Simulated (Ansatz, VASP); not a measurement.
**Two plane-wave programs on Mg**

```xyz
1
Lattice="-1.8356 1.8356 1.5003 1.8356 -1.8356 1.5003 1.8356 1.8356 -1.5003" Properties=species:S:1:pos:R:3 pbc="T T T"
Mg    0.0000    0.0000    0.0000
```

Alike in both runs: task single point; functional PBE; k mesh 18 × 18 × 18; occupations gaussian, width 0.15 eV; no spin polarisation.

|  | VASP | Ansatz |
| --- | --- | --- |
| version | VASP 6.6.1 | Ansatz 0.2.0 |
| potentials or method | VASP PAW PBE potentials, release 64 (Mg), cutoff 520 eV | scalar-relativistic, plane waves, PAW |
| valence electrons in the cell | 2 | 10 |

```csv
,VASP,Ansatz,Ansatz less VASP
gap on the k mesh at the Fermi level (eV),none,none,-
pressure (GPa),6.5,6.6,+0.10
"traceless stress, the component that is largest in VASP (GPa)",3.64,3.63,-0.016
```

A gap of «none» marks a metal or a gap that the smearing closes. The functional is the same, so the differences come from potentials, cutoffs and numerics. VASP's potentials hold 2 valence electrons a cell and Ansatz's 10, so a difference there can come from the potentials and not from the codes.
